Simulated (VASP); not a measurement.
# AlCo (Pm-3m) in VASP: a series of runs, part 2 of 2

VASP 6.6.1. The steps go on from the part before.

## (3) Relaxation of cell and atoms, PBE+D4, collinear spin, ferromagnetic start

This run uses another cell than the first one, of 11.21 Å³/atom.

Contents of INCAR:

```
SYSTEM = AlCo
PREC = Accurate
ENCUT = 600
EDIFF = 1E-6
ISMEAR = 0
SIGMA = 0.1
LREAL = .False.
LASPH = .True.
NELM = 150
ALGO = Normal
ISIF = 3
LWAVE = .False.
LCHARG = .False.
ISPIN = 2
MAGMOM = 0 3.2
LORBIT = 11
LMAXMIX = 4
GGA = PE
IVDW = 13
IBRION = 2
NSW = 80
EDIFFG = -0.01
```

Contents of KPOINTS:

```
regular mesh
0
Gamma
  11 11 11
  0 0 0
```

Contents of POSCAR:

```
AlCo
1.0
    2.8194000000      0.0000000000      0.0000000000
    0.0000000000      2.8194000000      0.0000000000
    0.0000000000      0.0000000000      2.8194000000
Al Co
1 1
Direct
    0.0000000000      0.0000000000      0.0000000000
    0.5000000000      0.5000000000      0.5000000000
```

Potentials or basis: VASP PAW PBE potentials, release 64 (Al, Co).

Launch:

```
$ cat potpaw_PBE.64/Al/POTCAR potpaw_PBE.64/Co/POTCAR > POTCAR
$ mpirun -np 1 vasp_std > vasp.out
```

OUTCAR:

```text
SYSTEM = AlCo
   PREC = Accurate
   ENCUT = 600
   EDIFF = 1E-6
   ISMEAR = 0
   LREAL = .False.
   LASPH = .True.
   NELM = 150
   ISIF = 3
   ISPIN = 2
   LORBIT = 11
   GGA = PE
   IVDW = 13
   IBRION = 2
   NSW = 80
   EDIFFG = -0.01

 ion  position               nearest neighbor table
   1  0.000  0.000  0.000-   2 2.44   2 2.44   2 2.44   2 2.44   2 2.44   2 2.44   2 2.44   2 2.44

   2  0.500  0.500  0.500-   1 2.44   1 2.44   1 2.44   1 2.44   1 2.44   1 2.44   1 2.44   1 2.44

  LATTYP: Found a simple cubic cell.
 ALAT       =     2.8194000000

  Lattice vectors:

 A1 = (   2.8194000000,   0.0000000000,   0.0000000000)
 A2 = (   0.0000000000,   2.8194000000,   0.0000000000)
 A3 = (   0.0000000000,   0.0000000000,   2.8194000000)

Analysis of symmetry for initial positions (statically):
=====================================================================
 Subroutine PRICEL returns:
[... 641 lines left out ...]
      3       8.2384      1.00000
      4       9.4350      1.00000
      5       9.4795      1.00000
      6      10.0103      1.00000
      7      12.4792      0.00000
      8      17.0571      0.00000
      9      17.9776      0.00000
     10      21.7022      0.00000
     11      25.1528      0.00000
     12      25.8838      0.00000

 [... further k-points ...]

 spin component 2

 k-point     1 :       0.0000    0.0000    0.0000
  band No.  band energies     occupation
      1      -0.2956      1.00000
      2       7.8863      1.00000
      3       7.8863      1.00000
      4      10.1042      1.00000
      5      10.1042      1.00000
      6      10.1042      1.00000
      7      17.1056      0.00000
      8      17.1056      0.00000
      9      17.1056      0.00000
     10      19.8443      0.00000
     11      19.8443      0.00000
     12      26.7353      0.00000
[... 378 lines left out ...]
  FREE ENERGIE OF THE ION-ELECTRON SYSTEM (eV)
  ---------------------------------------------------
  free  energy   TOTEN  =       -12.8788598013 eV

  energy  without entropy=      -12.8737095878  energy(sigma->0) =      -12.87628469

 reached required accuracy - stopping structural energy minimisation

 total charge

# of ion       s       p       d       tot
------------------------------------------
    1        0.398   0.442   0.000   0.840
    2        0.445   0.534   7.529   8.508
--------------------------------------------------
tot          0.844   0.976   7.529   9.349

 magnetization (x)

# of ion       s       p       d       tot
------------------------------------------
    1        0.000   0.000   0.000   0.000
    2       -0.000  -0.000  -0.000  -0.000
--------------------------------------------------
tot          0.000  -0.000  -0.000  -0.000
```

OSZICAR:

```text
N       E                     dE             d eps       ncg     rms          rms(c)
DAV:   1     0.410510708370E+02    0.41051E+02   -0.55298E+03  2712   0.113E+03
DAV:   2    -0.110462080467E+02   -0.52097E+02   -0.48524E+02  2796   0.194E+02
[... 22 lines left out ...]
DAV:   1    -0.119770266898E+02    0.51738E-03   -0.25425E-02  2976   0.251E+00    0.414E-01
DAV:   2    -0.119806153085E+02   -0.35886E-02   -0.77950E-02  3012   0.373E+00    0.599E-01
DAV:   3    -0.119749795086E+02    0.56358E-02   -0.34698E-02  3000   0.252E+00    0.633E-02
DAV:   4    -0.119749272278E+02    0.52281E-04   -0.17204E-04  2928   0.117E-01    0.119E-02
DAV:   5    -0.119749261353E+02    0.10925E-05   -0.84491E-06  3584   0.292E-02    0.367E-03
DAV:   6    -0.119749258521E+02    0.28327E-06   -0.27402E-07  1464   0.700E-03
   3 F= -.12878860E+02 E0= -.12876285E+02  d E =-.689639E-04  mag=    -0.0000
```

CONTCAR:

```text
AlCo
   1.00000000000000
     2.8214343560903687   -0.0000000000000000    0.0000000000000000
     0.0000000000000000    2.8214343560903687    0.0000000000000000
    -0.0000000000000000   -0.0000000000000000    2.8214343560903687
  Al              Co
     1     1
Direct
     0.0000000000000000    0.0000000000000000    0.0000000000000000
     0.5000000000000000    0.5000000000000000    0.5000000000000000

  0.00000000E+00  0.00000000E+00  0.00000000E+00
  0.00000000E+00  0.00000000E+00  0.00000000E+00
```

It took 37 s on 1 thread of AMD EPYC 9R45 (Zen 5), shared host; peak memory 0.14 GiB.

Results:

| Property | Result |
| --- | --- |
| Free energy | -12.8789 eV |
| Relaxed volume | 11.23 Å³/atom |
| Relaxed cell | a = 2.821 Å, b = 2.821 Å, c = 2.821 Å, α = 90.00°, β = 90.00°, γ = 90.00° |
| Space group after relaxing (to 0.1 Å) | Pm-3m (No. 221) |
| Energy gained by relaxing | 0.0 meV/atom |
| Ionic steps | 3 |
| Pressure after relaxing | 0.0 GPa |
| Band gap on the k mesh | zero (filled and empty bands overlap) |
| Net moment | 0.00 μB per cell |
| Valence electrons inside the program's atomic spheres | Al 0.84; Co 8.51 |
| Dispersion energy per atom | -0.452 eV |

Final structure:
```
CELL_PARAMETERS angstrom
2.82143 0.00000 0.00000
0.00000 2.82143 0.00000
0.00000 0.00000 2.82143
ATOMIC_POSITIONS crystal
Al 0.00000 0.00000 0.00000
Co 0.50000 0.50000 0.50000
```

Caveat: the moments typed at the start vanished in this run.
